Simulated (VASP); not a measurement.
Ga3Se: single point with PBEsol+D3(BJ)

Ga3Se:

```
Ga Se
1.0
     4.22492   -0.12675    0.00000
    -0.12675    4.22492    0.00000
     0.00000    0.00000    4.22492
Ga Se
3 1
Direct
  0.00000 0.50000 0.50000
  0.50000 0.00000 0.50000
  0.50000 0.50000 0.00000
  0.00000 0.00000 0.00000
```

This cell differs from its parent crystal: strain -0.0600 x Voigt [0, 0, 0, 0, 0, 1].

| Property | Result |
| --- | --- |
| Program | VASP 6.6.1 |
| Task | single point |
| Functional | PBEsol |
| Dispersion | D3(BJ) |
| Potentials or basis | VASP PAW PBE potentials, release 64 (Ga_d, Se) |
| Cutoff | 520 eV |
| k mesh | 12 × 12 × 12 |
| Occupations | gaussian, width 0.15 eV |
| Spin | no spin polarisation |
| Dipole correction | no |
| Further INCAR settings | ALGO = Normal; EDIFF = 1e-06; NBANDS = 30 |

```json
{
 "Pressure": "0.3 GPa",
 "Band gap on the k mesh": "zero (an odd number of electrons rules out a gap without spin polarisation)",
 "Dispersion energy per atom": "-0.324 eV"
}
```

Stress tensor (GPa, compression positive):
```
 0.39  0.67  0.00
 0.67  0.39  0.00
 0.00  0.00 -0.01
```

Levels at points of the mesh, in eV from the Fermi level:
```csv
k point,band 20,band 21,band 22,band 23,band 24,band 25,band 26,band 27
"(0.00, 0.00, 0.00)",-4.32,-2.71,-2.67,1.24,1.77,2.23,4.31,4.74
"(0.50, 0.00, 0.00)",-3.33,-1.57,-1.19,-0.58,-0.55,0.84,4.48,4.59
"(0.50, 0.50, 0.00)",-2.57,-1.01,-0.59,-0.35,1.26,1.69,1.75,1.92
"(0.00, 0.00, 0.50)",-3.10,-1.66,-1.20,-0.79,-0.35,0.83,3.94,4.64
"(0.50, 0.00, 0.50)",-2.60,-1.03,-0.55,-0.38,1.13,1.56,2.02,2.12
"(0.50, 0.50, 0.50)",-5.63,-5.26,-4.90,-4.12,4.27,4.57,4.95,9.05
```

It took 2.6 min on 1 thread of Intel(R) Xeon(R) 6975P-C (Granite Rapids) (shared host), peak memory 0.62 GiB.

Caveat: the cell differs from its parent crystal (strain -0.0600 x Voigt [0, 0, 0, 0, 0, 1]); the PAW data sets were made with another functional, which shifts forces and pressure a little.
